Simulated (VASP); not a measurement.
# PtSe in VASP: a series of runs

Runs on PtSe. Level: PBEsol. Tasks: single point.

Program: VASP 6.6.1. These are calculated values, not measurements. Logs are shortened: lines on timing, memory, paths and dates and some standing lists are left out, and cuts for length are marked.

### Step 1. The cell of the first run

The structure is cubic, space group Fm-3m (No. 225). Conventional cell: a = 5.368 Å, b = 5.368 Å, c = 5.368 Å, α = 90.00°, β = 90.00°, γ = 90.00°. Pt (site symmetry m-3m) has 6 Se at 2.68 Å within 3.5 Å. Within 3.5 Å of Se (site symmetry m-3m) lie 6 Pt at 2.68 Å.

### Step 2. Single point, PBEsol, collinear spin (19.34 Å³/atom)

The input, INCAR:

```
SYSTEM = PtSe
PREC = Accurate
ENCUT = 520
EDIFF = 1E-6
ISMEAR = 0
SIGMA = 0.05
LREAL = .False.
LASPH = .True.
NELM = 150
ALGO = Normal
ISIF = 2
LWAVE = .False.
LCHARG = .True.
ISPIN = 2
MAGMOM = 0.05 0
LORBIT = 11
LMAXMIX = 4
GGA = PS
LELF = .True.
LVHAR = .True.
NBANDS = 19
```

The input, KPOINTS:

```
regular mesh
0
Gamma
  10 10 10
  0 0 0
```

The input, POSCAR:

```
PtSe
1.0
    0.0000000000      2.6840604892      2.6840604892
    2.6840604892      0.0000000000      2.6840604892
    2.6840604892      2.6840604892      0.0000000000
Pt Se
1 1
Direct
    0.5000000000      0.5000000000      0.5000000000
    0.0000000000      0.0000000000      0.0000000000
```

Potentials or basis: VASP PAW PBE potentials, release 64 (Pt, Se).

Launch:

```
> cat potpaw_PBE.64/Pt/POTCAR potpaw_PBE.64/Se/POTCAR > POTCAR
> mpirun -np 1 vasp_std > vasp.out
```

OUTCAR:

```text
SYSTEM = PtSe
   PREC = Accurate
   ENCUT = 520
   EDIFF = 1E-6
   ISMEAR = 0
   LREAL = .False.
   LASPH = .True.
   NELM = 150
   ISIF = 2
   ISPIN = 2
   LORBIT = 11
   GGA = PS

 ion  position               nearest neighbor table
   1  0.500  0.500  0.500-   2 2.68   2 2.68   2 2.68   2 2.68   2 2.68   2 2.68
   2  0.000  0.000  0.000-   1 2.68   1 2.68   1 2.68   1 2.68   1 2.68   1 2.68

  LATTYP: Found a face centered cubic cell.
 ALAT       =     5.3681209784

  Lattice vectors:

 A1 = (   0.0000000000,   2.6840604892,   2.6840604892)
 A2 = (   2.6840604892,   0.0000000000,   2.6840604892)
 A3 = (   2.6840604892,   2.6840604892,   0.0000000000)

Analysis of symmetry for initial positions (statically):
=====================================================================
 Subroutine PRICEL returns:
 Original cell was already a primitive cell.

 Routine SETGRP: Setting up the symmetry group for a
 face centered cubic supercell.

 Subroutine GETGRP returns: Found 48 space group operations
 (whereof 48 operations were pure point group operations)
 out of a pool of 48 trial point group operations.

The static configuration has the point symmetry O_h .

Analysis of symmetry for dynamics (positions and initial velocities):
=====================================================================
 Subroutine PRICEL returns:
 Original cell was already a primitive cell.

 Routine SETGRP: Setting up the symmetry group for a
 face centered cubic supercell.

 Subroutine GETGRP returns: Found 48 space group operations
 (whereof 48 operations were pure point group operations)
 out of a pool of 48 trial point group operations.

The dynamic configuration has the point symmetry O_h .

Analysis of structural, dynamic, and magnetic symmetry:
=====================================================================
 Subroutine PRICEL returns:
 Original cell was already a primitive cell.

 Routine SETGRP: Setting up the symmetry group for a
 face centered cubic supercell.

 Subroutine GETGRP returns: Found 48 space group operations
 (whereof 48 operations were pure point group operations)
 out of a pool of 48 trial point group operations.

The overall configuration has the point symmetry O_h .

 Subroutine INISYM returns: Found 48 space group operations
 (whereof 48 operations are pure point group operations),
 and found     1 'primitive' translations

----------------------------------------------------------------------------------------

                                     Primitive cell

  volume of cell :      38.6729

  direct lattice vectors                    reciprocal lattice vectors
     0.000000000  2.684060489  2.684060489    -0.186284922  0.186284922  0.186284922
     2.684060489  0.000000000  2.684060489     0.186284922 -0.186284922  0.186284922
     2.684060489  2.684060489  0.000000000     0.186284922  0.186284922 -0.186284922

  length of vectors
     3.795834746  3.795834746  3.795834746     0.322654950  0.322654950  0.322654950

  position of ions in fractional coordinates (direct lattice)
     0.500000000  0.500000000  0.500000000
     0.000000000  0.000000000  0.000000000

  ion indices of the primitive-cell ions
   primitive index   ion index
                 1           1
                 2           2

----------------------------------------------------------------------------------------

 KPOINTS: regular mesh

Automatic generation of k-mesh.
 Grid dimensions read from file:
 generate k-points for:   10   10   10

 Generating k-lattice:

  Cartesian coordinates                     Fractional coordinates (reciprocal lattice)
    -0.018628492  0.018628492  0.018628492     0.100000000  0.000000000  0.000000000
     0.018628492 -0.018628492  0.018628492     0.000000000  0.100000000  0.000000000
     0.018628492  0.018628492 -0.018628492     0.000000000  0.000000000  0.100000000

  Length of vectors
     0.032265495  0.032265495  0.032265495

  Shift w.r.t. Gamma in fractional coordinates (k-lattice)
     0.000000000  0.000000000  0.000000000

 Subroutine IBZKPT returns following result:
 ===========================================

 Found     47 irreducible k-points:

 Following reciprocal coordinates:
            Coordinates               Weight
  0.000000  0.000000  0.000000      1.000000
  0.100000  0.000000  0.000000      8.000000
  0.200000  0.000000  0.000000      8.000000
  0.300000  0.000000  0.000000      8.000000
  0.400000  0.000000  0.000000      8.000000
  0.500000  0.000000  0.000000      4.000000
[... 16 lines left out ...]
  0.300000  0.300000  0.000000      6.000000
  0.400000  0.300000  0.000000     24.000000
 [... further k-points ...]
   k-points           NKPTS =     47   k-points in BZ     NKDIM =     47   number of bands    NBANDS=     19
   number of dos      NEDOS =    301   number of ions     NIONS =      2
   total plane-waves  NPLWV =  21952
   dimension x,y,z NGX =    28 NGY =   28 NGZ =   28
   dimension x,y,z NGXF=    56 NGYF=   56 NGZF=   56
   ions per type =               1   1
   NGX,Y,Z   is equivalent  to a cutoff of  12.26, 12.26, 12.26 a.u.
   NGXF,Y,Z  is equivalent  to a cutoff of  24.53, 24.53, 24.53 a.u.
 SYSTEM =  PtSe
   PREC   = accura    normal or accurate (medium, high low for compatibility)
   ISTART =      0    job   : 0-new  1-cont  2-samecut
   ICHARG =      2    charge: 1-file 2-atom 10-const
   ISPIN  =      2    spin polarized calculation?
   LNONCOLLINEAR =      F non collinear calculations
   LSORBIT =      F    spin-orbit coupling
   LASPH  =      T    aspherical Exc in radial PAW
   ENCUT  =  520.0 eV  38.22 Ry    6.18 a.u.   7.06  7.06  7.06*2*pi/ulx,y,z
   NELM   =    150;   NELMIN=  2; NELMDL= -5     # of ELM steps
   EDIFF  = 0.1E-05   stopping-criterion for ELM
   LREAL  =      F    real-space projection
   EDIFFG = 0.1E-04   stopping-criterion for IOM
   NSW    =      0    number of steps for IOM
   IBRION =     -1    ionic relax: 0-MD 1-quasi-New 2-CG
   NFREE  =      0    steps in history (QN), initial steepest desc. (CG)
   ISIF   =      2    stress and relaxation
   ISYM   =      2    0-nonsym 1-usesym 2-fastsym
   POTIM  = 0.5000    time-step for ionic-motion
   TEBEG  =    0.0;   TEEND  =   0.0 temperature during run
   PSTRESS=    0.0 pullay stress
   NELECT =      16.0000    total number of electrons
   NUPDOWN=      -1.0000    fix difference up-down
   EMIN   =  10.00;   EMAX   =-10.00  energy-range for DOS
   EFERMI =   0.00;   METHOD = LEGACY
   ISMEAR =     0;   SIGMA  =   0.05  broadening in eV -4-tet -1-fermi 0-gaus
   EFERMI_NEDOS =   21; number of points for ismear=-14 and -15
   IALGO  =     38    algorithm
   IMIX   =      4    mixing-type and parameters
     AMIX     =   0.40;   BMIX     =  1.00
     AMIX_MAG =   1.60;   BMIX_MAG =  1.00
  volume/ion in A,a.u.               =      19.34       130.49
  Fermi-wavevector in a.u.,A,eV,Ry     =   1.219867  2.305215 20.246500  1.488076
  Thomas-Fermi vector in A             =   2.355104
   LORBIT       =     11    0 simple, 1 ext, 2 COOP (PROOUT), +10 PAW based schemes
   GGA     = PS    functional components
   LHFCALC =     F    Hartree Fock is set to
   AEXX    =    0.0000 exact exchange contribution
   IVDW    =     0    specifies the selected vdW correction
   LEPSILON=     F    determine dielectric tensor
   LRPA    =     F    only Hartree local field effects (RPA)
 spin polarized calculation
 Gauss-broadening in eV      SIGMA  =   0.05
  energy-cutoff  :      520.00
  volume of cell :       38.67
 maximum number of plane-waves:      1056
   NGX = 15   NGY = 15   NGZ = 15

 number of electron      15.9999998 magnetization      -0.0005765

 number of electron      15.9999998 magnetization       0.0001066

 Free energy of the ion-electron system (eV)
  ---------------------------------------------------
  ext. energy  EPLUGINS =         0.00000000
  ---------------------------------------------------
  free energy    TOTEN  =       -10.77199915 eV

  energy without entropy =      -10.76973324  energy(sigma->0) =      -10.77086619

 E-fermi :   6.6592     XC(G=0): -11.4088

 val. band max:        6.6337991299   @ k =   0.4000   0.3000   0.0000
 cond. band min:       6.6736794268   @ k =   0.2000   0.1000   0.0000
 fundamental gap:      0.0398802969
 Fermi energy:         6.6592270709

 spin component 1

 k-point     1 :       0.0000    0.0000    0.0000
  band No.  band energies     occupation
      1      -8.1723      1.00000
      2       3.8036      1.00000
      3       3.8036      1.00000
      4       3.8278      1.00000
      5       3.8278      1.00000
      6       3.8278      1.00000
[... 11 lines left out ...]
     18      22.2184      0.00000
     19      22.2184      0.00000
[... 485 lines left out ...]
 k-point    24 :       0.4000    0.3000    0.0000
  band No.  band energies     occupation
      1      -7.0620      1.00000
      2       0.7678      1.00000
      3       2.6709      1.00000
      4       3.0139      1.00000
      5       3.6999      1.00000
      6       4.5481      1.00000
[... 11 lines left out ...]
     18      24.3582      0.00000
     19      25.3552      0.00000

 [... further k-points ...]

 spin component 2

 k-point     1 :       0.0000    0.0000    0.0000
  band No.  band energies     occupation
      1      -8.1723      1.00000
      2       3.8036      1.00000
      3       3.8036      1.00000
      4       3.8277      1.00000
      5       3.8277      1.00000
      6       3.8277      1.00000
[... 11 lines left out ...]
     18      22.2184      0.00000
     19      22.2185      0.00000
[... 485 lines left out ...]
 k-point    24 :       0.4000    0.3000    0.0000
  band No.  band energies     occupation
      1      -7.0620      1.00000
      2       0.7679      1.00000
      3       2.6709      1.00000
      4       3.0139      1.00000
      5       3.6999      1.00000
      6       4.5480      1.00000
[... 11 lines left out ...]
     18      24.3583      0.00000
     19      25.3553      0.00000

 [... further k-points ...]
[... 5 lines left out ...]
  --------------------------------------------------------------------------------------
  -------------------------------------------------------------------------------------
  Total       -2.5895601     -2.5895601     -2.5895601     -0.0000000      0.0000000     -0.0000000
  in kB     -107.2826987   -107.2826987   -107.2826987     -0.0000000      0.0000000     -0.0000000
  external PRESSURE =    -107.2826987 kB  Pullay stress =       0.0000000 kB

 VOLUME and BASIS-vectors are now :
 -----------------------------------------------------------------------------
  energy-cutoff  :      520.00
  volume of cell :       38.67
      direct lattice vectors                 reciprocal lattice vectors
     0.000000000  2.684060489  2.684060489    -0.186284922  0.186284922  0.186284922
     2.684060489  0.000000000  2.684060489     0.186284922 -0.186284922  0.186284922
     2.684060489  2.684060489  0.000000000     0.186284922  0.186284922 -0.186284922

 POSITION                                       TOTAL-FORCE (eV/Angst)
 -----------------------------------------------------------------------------------
      2.68406      2.68406      2.68406        -0.000000     -0.000000      0.000000
      0.00000      0.00000      0.00000         0.000000      0.000000     -0.000000
 -----------------------------------------------------------------------------------
    total drift:                                0.000000      0.000000      0.000000

  FREE ENERGIE OF THE ION-ELECTRON SYSTEM (eV)
  ---------------------------------------------------
  free  energy   TOTEN  =       -10.7719991461 eV

  energy  without entropy=      -10.7697332380  energy(sigma->0) =      -10.77086619

 total charge

# of ion       s       p       d       tot
------------------------------------------
    1        0.597   0.349   8.152   9.097
    2        1.481   2.123   0.087   3.691
--------------------------------------------------
tot          2.078   2.471   8.238  12.788

 magnetization (x)

# of ion       s       p       d       tot
------------------------------------------
    1       -0.000  -0.000  -0.000  -0.000
    2        0.000   0.000   0.000   0.000
--------------------------------------------------
tot         -0.000   0.000  -0.000  -0.000
```

Run time: 26 s. Hardware: 1 thread of Intel Xeon 6975P-C (Granite Rapids), shared host; peak memory 0.21 GiB.

What came out:

```yaml
Free_energy: -10.7720 eV
Pressure: -10.7 GPa
Band_gap_on_the_k_mesh: zero (filled and empty bands overlap)
Net_moment: 0.00 μB per cell
Valence_electrons_inside_the_program's_atomic_spheres: Pt 9.10; Se 3.69
```

Caveat: the cell stands under tension; the PAW data sets were made with another functional, which shifts forces and pressure a little; spin-orbit coupling is left out, which moves the levels of the heavy elements.

(Continued in part 2 of 2.)
